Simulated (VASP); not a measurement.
A run of VASP 6.6.1 is set up as follows.

File INCAR:

```
  PREC = Accurate
  ENCUT = 520
  EDIFF = 1E-7
  ISMEAR = 0
  SIGMA = 0.1
  LREAL = False
  LASPH = True
  NELM = 80
  ALGO = Normal
  ISIF = 2
  LWAVE = False
  LCHARG = True
  GGA = PE
  LELF = True
  LVHAR = True
  NBANDS = 46
```

Contents of KPOINTS:

```
regular mesh
0
Gamma
  4 2 4
```

Contents of POSCAR:

```
Mg2CdS3
1.0
    0.0000000000     -4.0896898116      0.0000000000
    8.1793796233      0.0000000000      0.0000000000
   -2.0448449058      2.0448449058      8.6242615142
Mg Cd S
4 2 6
Direct
    0.8308654297      0.4154327148      0.6617308593
    0.8308654297      0.9154327148      0.6617308593
    0.1691345703      0.0845672852      0.3382691407
    0.1691345703      0.5845672852      0.3382691407
    0.5000000000      0.2500000000      0.0000000000
    0.5000000000      0.7500000000      0.0000000000
    0.5890493343      0.0445246671      0.1780986685
    0.5890493343      0.5445246671      0.1780986685
    0.2500000000      0.3750000000      0.5000000000
    0.2500000000      0.8750000000      0.5000000000
    0.9109506657      0.2054753329      0.8219013315
    0.9109506657      0.7054753329      0.8219013315
```

Potentials or basis: VASP PAW PBE potentials, release 64 (Mg, Cd, S).

Run with:

```bash
$ cat potpaw_PBE.64/Mg/POTCAR potpaw_PBE.64/Cd/POTCAR potpaw_PBE.64/S/POTCAR > POTCAR
$ mpirun -np 1 vasp_std > vasp.out
```

Problem. Estimate the band gap on the k mesh.

Solution. 2.37 eV.

Problem. Predict the largest force.

Solution. 0.056 eV/Å.

Problem. Predict the pressure.

Solution. 0.0 GPa.

Stress tensor (GPa, compression positive):
```
 0.07  0.00  0.00
 0.00  0.07  0.00
 0.00  0.00 -0.03
```

A k mesh can miss the band edges.
